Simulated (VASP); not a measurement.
# Ag in VASP: notebook

The runs below take Ag through single point, with PBEsol.

All numbers are computed with VASP 6.6.1; they aren't measurements. Logs are shortened: lines on timing, memory, paths and dates and some standing lists are left out, and cuts for length are marked.

## Step 1: The cell of the first run

The cell holds a slab with vacuum, 19 atoms: a = 12.270 Å, b = 5.784 Å, c = 15.892 Å, α = 90.00°, β = 90.00°, γ = 90.00°.

## Step 2: Single point, PBEsol

Contents of INCAR:

```
ALGO     = Normal         # electronic algorithm
EDIFF    = 1E-7           # SCF threshold, eV
ENCUT    = 520            # plane-wave cutoff, eV
GGA      = PS             # functional
ISIF     = 2              # what is computed and relaxed
ISMEAR   = -1             # smearing method
LASPH    = True           # aspherical terms in the spheres
LCHARG   = True           # write CHGCAR
LELF     = True           # ELF
LREAL    = Auto         
LVHAR    = True         
LWAVE    = False          # write WAVECAR
NBANDS   = 120            # bands
NELM     = 60             # most SCF steps
PREC     = Accurate       # precision mode
SIGMA    = 0.05           # smearing width, eV
```

Contents of KPOINTS:

```
k-points
0
Gamma
  1 2 1
```

Contents of POSCAR:

```
Ag
1.0
   12.2700000000      0.0000000000      0.0000000000
    0.0000000000      5.7841330000      0.0000000000
    0.0000000000      0.0000000000     15.8920670000
Ag
19
Direct
    0.0000000000      0.0000000000      0.0629244767
    0.3333333333      0.0000000000      0.0629244767
    0.6666666667      0.0000000000      0.0629244767
    0.0000000000      0.5000057917      0.0629244767
    0.3333333333      0.5000057917      0.0629244767
    0.6666666667      0.5000057917      0.0629244767
    0.1604971475      0.1436861843      0.1998103834
    0.5293561532      0.1713480655      0.3346197823
    0.8499511002      0.1226631545      0.1684677015
    0.1512713936      0.6913395664      0.1853818009
    0.5015973920      0.7769876661      0.1218847114
    0.8275876121      0.7063980030      0.1202801373
    0.0497718011     -0.0995827724      0.3025723463
    0.3836756316     -0.0538542250      0.2487907961
    0.7261939690      0.0253279100      0.2991807170
    0.0011817441      0.4034485376      0.3261627326
    0.3903178484      0.4226216790      0.2300330096
    0.6478891606      0.5464258861      0.2362121932
    0.8462673187      0.6800673498      0.3112559241
```

Potentials or basis: VASP PAW PBE potentials, release 64 (Ag).

Started as:

```bash
$ cat potpaw_PBE.64/Ag/POTCAR > POTCAR
$ mpirun -np 1 vasp_std > vasp.out
```

OUTCAR:

```text
EDIFF = 1E-7
   ENCUT = 520
   GGA = PS
   ISIF = 2
   ISMEAR = -1
   LASPH = True
   LREAL = Auto
   NELM = 60
   PREC = Accurate

 ion  position               nearest neighbor table
   1  0.000  0.000  0.063-   9 2.59  12 2.86   4 2.89   4 2.89   7 3.05  10 3.23
   2  0.333  0.000  0.063-  11 2.61   5 2.89   5 2.89  14 3.03   7 3.15  10 3.46
   3  0.667  0.000  0.063-  11 2.58  12 2.76   6 2.89   6 2.89   9 2.89
   4  0.000  0.500  0.063-  12 2.59   1 2.89   1 2.89  10 2.91   9 3.31   7 3.59
   5  0.333  0.500  0.063-  11 2.78  17 2.78   2 2.89   2 2.89  10 3.16
   6  0.667  0.500  0.063-  12 2.48  11 2.75  18 2.78   3 2.89   3 2.89   9 3.55
   7  0.160  0.144  0.200-  13 2.55  10 2.63   1 3.05  14 3.07   2 3.15  10 3.18  16 3.18  17 3.28
                             4 3.59
   8  0.529  0.171  0.335-  14 2.60  15 2.62  17 2.79  18 3.04
   9  0.850  0.123  0.168-  12 2.54   1 2.59  15 2.63   3 2.89   4 3.31  19 3.42  12 3.47  13 3.49
                            16 3.52   6 3.55
  10  0.151  0.691  0.185-  13 2.55   7 2.63   4 2.91   5 3.16   7 3.18   1 3.23  16 3.34  14 3.36
                            17 3.39   2 3.46
  11  0.502  0.777  0.122-   3 2.58   2 2.61  14 2.67   6 2.75   5 2.78  18 2.88  17 3.00
  12  0.828  0.706  0.120-   6 2.48   9 2.54   4 2.59   3 2.76   1 2.86  18 3.02  19 3.05   9 3.47

  13  0.050  0.900  0.303-  10 2.55   7 2.55  19 2.81  16 2.96  16 2.99   9 3.49
  14  0.384  0.946  0.249-   8 2.60  11 2.67  17 2.77   2 3.03  17 3.04   7 3.07  10 3.36
  15  0.726  0.025  0.299-  19 2.49   8 2.62   9 2.63  18 3.10  18 3.32
  16  0.001  0.403  0.326-  19 2.50  13 2.96  13 2.99   7 3.18  10 3.34   9 3.52
  17  0.390  0.423  0.230-  14 2.77   5 2.78   8 2.79  11 3.00  14 3.04  18 3.24   7 3.28  10 3.39

  18  0.648  0.546  0.236-   6 2.78  19 2.82  11 2.88  12 3.02   8 3.04  15 3.10  17 3.24  15 3.32

  19  0.846  0.680  0.311-  15 2.49  16 2.50  13 2.81  18 2.82  12 3.05   9 3.42

  LATTYP: Found a simple orthorhombic cell.
 ALAT       =     5.7841330000
 B/A-ratio  =     2.1213205160
 C/A-ratio  =     2.7475279355

  Lattice vectors:

 A1 = (   0.0000000000,  -5.7841330000,   0.0000000000)
 A2 = (  12.2700000000,   0.0000000000,   0.0000000000)
 A3 = (   0.0000000000,   0.0000000000,  15.8920670000)

Analysis of symmetry for initial positions (statically):
=====================================================================
 Subroutine PRICEL returns:
 Original cell was already a primitive cell.

 Routine SETGRP: Setting up the symmetry group for a
 simple orthorhombic supercell.

 Subroutine GETGRP returns: Found  1 space group operations
 (whereof  1 operations were pure point group operations)
 out of a pool of  8 trial point group operations.

The static configuration has the point symmetry C_1 .

[... 139 lines left out ...]
   EFERMI_NEDOS =   21; number of points for ismear=-14 and -15
   IALGO  =     38    algorithm
   IMIX   =      4    mixing-type and parameters
     AMIX     =   0.40;   BMIX     =  1.00
     AMIX_MAG =   1.60;   BMIX_MAG =  1.00
  volume/ion in A,a.u.               =      59.36       400.60
  Fermi-wavevector in a.u.,A,eV,Ry     =   0.933331  1.763741 11.852136  0.871107
  Thomas-Fermi vector in A             =   2.060022
   LORBIT       =      0    0 simple, 1 ext, 2 COOP (PROOUT), +10 PAW based schemes
   GGA     = PS    functional components
   LHFCALC =     F    Hartree Fock is set to
   AEXX    =    0.0000 exact exchange contribution
   IVDW    =     0    specifies the selected vdW correction
   LEPSILON=     F    determine dielectric tensor
   LRPA    =     F    only Hartree local field effects (RPA)
 non-spin polarized calculation
  energy-cutoff  :      520.00
  volume of cell :     1127.88
 maximum number of plane-waves:     30406
 NGX is ok and might be reduce to    90
   NGX = 45   NGY = 21   NGZ = 59

 number of electron     208.9999997 magnetization

 Free energy of the ion-electron system (eV)
  ---------------------------------------------------
  ext. energy  EPLUGINS =         0.00000000
  ---------------------------------------------------
  free energy    TOTEN  =       -46.18486082 eV

  energy without entropy =      -46.11603838  energy(sigma->0) =      -46.15044960

 E-fermi :  -0.8160     XC(G=0):  -4.9015

 val. band max:       -0.9140746000   @ k =   0.0000   0.0000   0.0000
 cond. band min:      -0.7217807147   @ k =   0.0000   0.5000   0.0000
 fundamental gap:      0.1922938853
 Fermi energy:        -0.8159742307

 k-point     1 :       0.0000    0.0000    0.0000
  band No.  band energies     occupation
      1      -6.8404      2.00000
      2      -6.6237      2.00000
      3      -6.5392      2.00000
      4      -6.5029      2.00000
      5      -6.4247      2.00000
      6      -6.3092      2.00000
[... 108 lines left out ...]
    115       1.4185      0.00000
    116       1.8168      0.00000

 k-point     2 :       0.0000    0.5000    0.0000
  band No.  band energies     occupation
      1      -6.5211      2.00000
      2      -6.5007      2.00000
      3      -6.4207      2.00000
      4      -6.2840      2.00000
      5      -6.2177      2.00000
      6      -6.1988      2.00000
[... 108 lines left out ...]
    115       1.9144      0.00000
    116       1.9451      0.00000
 [bands above 116 left out]

------------------------ aborting loop because EDIFF is reached ----------------------------------------

  FORCE on cell =-STRESS in cart. coord.  units (eV):
  Direction    XX          YY          ZZ          XY          YZ          ZX
  --------------------------------------------------------------------------------------
  -------------------------------------------------------------------------------------
  Total       -3.9695981    -21.6534328     -3.7106644     -2.4509985      2.6907062     -1.9345514
  in kB       -5.6388936    -30.7591350     -5.2710731     -3.4816924      3.8222020     -2.7480690
  external PRESSURE =     -13.8897006 kB  Pullay stress =       0.0000000 kB

 VOLUME and BASIS-vectors are now :
 -----------------------------------------------------------------------------
  energy-cutoff  :      520.00
  volume of cell :     1127.88
      direct lattice vectors                 reciprocal lattice vectors
    12.270000000  0.000000000  0.000000000     0.081499593  0.000000000  0.000000000
     0.000000000  5.784133000  0.000000000     0.000000000  0.172886758  0.000000000
     0.000000000  0.000000000 15.892067000     0.000000000  0.000000000  0.062924477

 POSITION                                       TOTAL-FORCE (eV/Angst)
 -----------------------------------------------------------------------------------
      0.00000      0.00000      1.00000         0.714783     -0.175839     -0.002337
      4.09000      0.00000      1.00000        -0.628656      0.212369      0.412654
      8.18000      0.00000      1.00000         0.501703      0.445515      0.079587
      0.00000      2.89210      1.00000         0.584171     -0.553196      0.275234
      4.09000      2.89210      1.00000        -0.201165      0.104208      0.443134
      8.18000      2.89210      1.00000        -1.213117     -0.883309     -0.441613
[... 11 lines left out ...]
      7.94960      3.16060      3.75390        -0.062692     -0.097864      0.340674
     10.38370      3.93360      4.94650        -0.027070     -0.196249     -0.441964
 -----------------------------------------------------------------------------------
    total drift:                                0.000698     -0.001135     -0.008569

  FREE ENERGIE OF THE ION-ELECTRON SYSTEM (eV)
  ---------------------------------------------------
  free  energy   TOTEN  =       -46.1848608219 eV

  energy  without entropy=      -46.1160383777  energy(sigma->0) =      -46.15044960
```

OSZICAR:

```text
N       E                     dE             d eps       ncg     rms          rms(c)
DAV:   1     0.126849532798E+04    0.12685E+04   -0.89096E+04   480   0.144E+03
DAV:   2     0.360588071199E+02   -0.12324E+04   -0.11544E+04   520   0.292E+02
DAV:   3    -0.474118828493E+02   -0.83471E+02   -0.79715E+02   560   0.625E+01
[... 15 lines left out ...]
DAV:  19    -0.461848580471E+02   -0.77911E-05   -0.41109E-07   312   0.658E-04    0.250E-04
DAV:  20    -0.461848600689E+02   -0.20217E-05   -0.14120E-07   312   0.356E-04    0.123E-04
DAV:  21    -0.461848604957E+02   -0.42682E-06   -0.25542E-08   304   0.163E-04    0.677E-05
DAV:  22    -0.461848607281E+02   -0.23237E-06   -0.17041E-08   312   0.120E-04    0.368E-05
DAV:  23    -0.461848608219E+02   -0.93878E-07   -0.77070E-09   296   0.844E-05
   1 F= -.46184861E+02 E0= -.46150450E+02  d E =-.688224E-01
```

stdout:

```text
POSCAR found type information on POSCAR Ag
 POSCAR found :  1 types and      19 ions
 scaLAPACK will be used
 -----------------------------------------------------------------------------
|                                                                             |
|                                                                             |
|     You enforced a specific xc type in the INCAR file but a different       |
|     I HOPE YOU KNOW WHAT YOU ARE DOING!                                     |
|                                                                             |
 -----------------------------------------------------------------------------

 LDA part: xc-table for (Slater+PW92), standard interpolation
 POSCAR, INCAR and KPOINTS ok, starting setup
 FFT: planning ... GRIDC
 FFT: planning ... GRID_SOFT
 FFT: planning ... GRID
 WAVECAR not read
 entering main loop
```

It took 11 min on 1 thread of Intel Xeon Platinum 8259CL at 2.50GHz (Skylake/Cascade Lake), shared host; peak memory 1 GiB.

Results:

| Quantity | Value |
| --- | --- |
| Free energy | -46.1849 eV |
| Largest force | 1.764 eV/Å |

Forces on the atoms (eV/Å):
```
Ag   0.715 -0.176 -0.002
Ag  -0.629  0.212  0.413
Ag   0.502  0.446  0.080
Ag   0.584 -0.553  0.275
Ag  -0.201  0.104  0.443
Ag  -1.213 -0.883 -0.442
Ag   0.781  1.315 -0.763
Ag   0.069  0.618 -0.187
Ag  -0.079  1.609  0.357
Ag   0.744 -1.136 -0.883
Ag   0.010 -0.812  0.081
Ag   0.552 -0.162  0.727
Ag  -1.314 -0.097  1.173
Ag  -0.914 -0.349 -0.245
Ag  -0.765  0.771 -0.265
Ag   1.171 -0.809 -0.543
Ag   0.076  0.197 -0.117
Ag  -0.063 -0.098  0.341
Ag  -0.027 -0.196 -0.442
```

Levels at points of the mesh, in eV from the Fermi level:
```
           k point  band 102  band 103  band 104  band 105  band 106  band 107
(0.00, 0.00, 0.00)     -0.35     -0.10      0.12      0.45      0.61      1.19
(0.00, 0.50, 0.00)     -1.54     -1.33     -0.51     -0.41     -0.11      0.09
```

Caveat: the k points lie up to 0.54 Å⁻¹ apart; the PAW data sets were made with another functional, which shifts forces and pressure a little.

## Step 3: Single point, PBEsol

Contents of INCAR:

```
ALGO = Normal
EDIFF = 1E-6
ENCUT = 520
GGA = PS
ISIF = 2
ISMEAR = -1
LASPH = T
LCHARG = T
LELF = T
LREAL = Auto
LVHAR = T
LWAVE = F
NBANDS = 120
NELM = 80
PREC = Accurate
SIGMA = 0.05
```

KPOINTS is that of step 2.

Contents of POSCAR:

```
Ag
1.0
   12.2700000000      0.0000000000      0.0000000000
    0.0000000000      5.7841330000      0.0000000000
    0.0000000000      0.0000000000     15.8920670000
Ag
19
Direct
    0.0000000000      0.0000000000      0.0629244767
    0.3333333333      0.0000000000      0.0629244767
    0.6666666667      0.0000000000      0.0629244767
    0.0000000000      0.5000057917      0.0629244767
    0.3333333333      0.5000057917      0.0629244767
    0.6666666667      0.5000057917      0.0629244767
    0.1828280359      0.2681127837      0.1582487665
    0.5064303178      0.2592264044      0.1747475643
    0.8442135289      0.2057006642      0.1439523254
    0.1858353708      0.7660093570      0.1381884433
    0.4794132029      0.7495332490      0.1785041556
    0.8369926650      0.7416841902      0.1579907762
    0.0129910350      0.0026278787      0.2309076598
    0.3149877751      0.0975427086      0.2834936450
    0.6752567237      0.0102348961      0.2546301875
    0.0380114099      0.5364848976      0.2624013604
    0.3401711491      0.5979115625      0.2850793418
    0.6802607987      0.4855005927      0.2321283946
    0.8527791361      0.7695535355      0.3331033024
```

Potentials or basis: VASP PAW PBE potentials, release 64 (Ag).

Started as:

```bash
$ cat potpaw_PBE.64/Ag/POTCAR > POTCAR
$ mpirun -np 1 vasp_std > vasp.out
```

It took 9.9 min on 1 thread of Intel Xeon Platinum 8488C (Sapphire Rapids), shared host; peak memory 1 GiB.

It converged, with:

| Quantity | Value |
| --- | --- |
| Free energy | -48.7576 eV |
| Largest force | 1.511 eV/Å |

Forces in eV/Å, atoms in the order of the input:
```
Ag   0.605 -0.396 -0.440
Ag   0.823  0.471 -0.023
Ag  -0.194 -0.103  0.577
Ag   0.214  0.053  0.591
Ag   0.579 -0.119  0.084
Ag   0.017 -0.003  0.140
Ag  -0.296  0.070  0.019
Ag  -0.698 -0.305 -0.287
Ag  -0.884  1.210  0.193
Ag  -0.989 -0.283  0.743
Ag   0.706  0.557 -0.675
Ag   0.255 -0.318 -0.225
Ag   0.219  0.025  0.661
Ag   0.246 -0.196 -0.501
Ag   0.140 -0.434 -0.293
Ag  -0.066 -0.144 -0.418
Ag  -0.825 -0.430 -0.028
Ag   0.185  0.417  0.730
Ag  -0.036 -0.072 -0.847
```

Levels at points of the mesh, in eV from the Fermi level:
```
           k point  band 102  band 103  band 104  band 105  band 106  band 107
(0.00, 0.00, 0.00)     -0.79     -0.57      0.01      0.10      0.34      0.65
(0.00, 0.50, 0.00)     -1.56     -1.19     -0.50     -0.08     -0.01      0.14
```

Caveat: the k points lie up to 0.54 Å⁻¹ apart; the PAW data sets were made with another functional, which shifts forces and pressure a little.

## Step 4: Single point, PBEsol

Contents of INCAR:

```
ALGO     = Normal         # electronic algorithm
EDIFF    = 1E-7           # SCF threshold, eV
ENCUT    = 520            # plane-wave cutoff, eV
GGA      = PS             # functional
ISIF     = 2              # what is computed and relaxed
ISMEAR   = -1             # smearing method
LASPH    = True           # aspherical terms in the spheres
LCHARG   = False          # write CHGCAR
LREAL    = Auto         
LWAVE    = False          # write WAVECAR
NBANDS   = 120            # bands
NELM     = 80             # most SCF steps
PREC     = Accurate       # precision mode
SIGMA    = 0.05           # smearing width, eV
```

KPOINTS is that of step 3.

Contents of POSCAR:

```
Ag
1.0
   12.2700000000      0.0000000000      0.0000000000
    0.0000000000      5.7841330000      0.0000000000
    0.0000000000      0.0000000000     15.8920670000
Ag
19
Direct
    0.0000000000      0.0000000000      0.0629244767
    0.3333333333      0.0000000000      0.0629244767
    0.6666666667      0.0000000000      0.0629244767
    0.0000000000      0.5000057917      0.0629244767
    0.3333333333      0.5000057917      0.0629244767
    0.6666666667      0.5000057917      0.0629244767
    0.1382396088      0.2440296584      0.1719411326
    0.4955582722      0.1923365178      0.2360297122
    0.8118581907      0.1967105528      0.1612880187
    0.1517603912      0.7332646051      0.1495840661
    0.4825101874      0.7158721973      0.1479039825
    0.8273105134      0.6473225979      0.1665422125
   -0.0002118989      0.0178073360      0.2695684583
    0.2365362673     -0.0121539391      0.2900503754
    0.6640505297     -0.0908692798      0.2381565595
    0.0215729421      0.5302263969      0.2783275454
    0.3367318663      0.5420691398      0.2310523861
    0.6856968215      0.3925220945      0.3003448198
    0.8416625917      0.7851824984      0.3224438961
```

Started as:

```bash
$ cat potpaw_PBE.64/Ag/POTCAR > POTCAR
$ mpirun -np 1 vasp_std > vasp.out
```

Wall time 16 min (1 thread of Oxide Virtual Turin-like, shared host); peak memory 1 GiB.

The run converged. Its results:

```yaml
Free_energy: -47.7620 eV
Largest_force: 2.632 eV/Å
```

Forces on the atoms (eV/Å):
```
Ag  -0.182 -0.007  0.479
Ag  -0.274 -0.207  0.539
Ag  -0.615 -0.409  0.056
Ag  -0.365 -0.254  0.227
Ag  -0.716 -0.209 -0.348
Ag  -0.162 -0.055  0.300
Ag   0.802  0.263 -0.692
Ag  -0.397  0.209 -0.355
Ag   0.651 -0.287  0.012
Ag   0.550  0.449  0.078
Ag   2.190  1.279 -0.703
Ag   0.394  0.598 -0.507
Ag   0.897  0.337 -0.380
Ag   0.066 -0.276 -0.373
Ag  -0.431 -0.312  0.235
Ag  -0.034  0.009 -0.155
Ag  -1.681 -0.737  1.383
Ag   0.157  0.197 -0.654
Ag  -0.851 -0.589  0.858
```

Levels at points of the mesh, in eV from the Fermi level:
```tsv
k point	band 100	band 101	band 102	band 103	band 104	band 105	band 106	band 107	band 108	band 109
(0.00, 0.00, 0.00)	-1.60	-1.26	-0.45	-0.35	0.11	0.29	0.43	0.85	1.11	1.24
(0.00, 0.50, 0.00)	-2.38	-2.11	-1.47	-1.23	-0.35	-0.16	-0.12	0.18	0.71	1.01
```

Caveat: the k points lie up to 0.54 Å⁻¹ apart; the PAW data sets were made with another functional, which shifts forces and pressure a little.

(Part 1 of 2 ends here.)
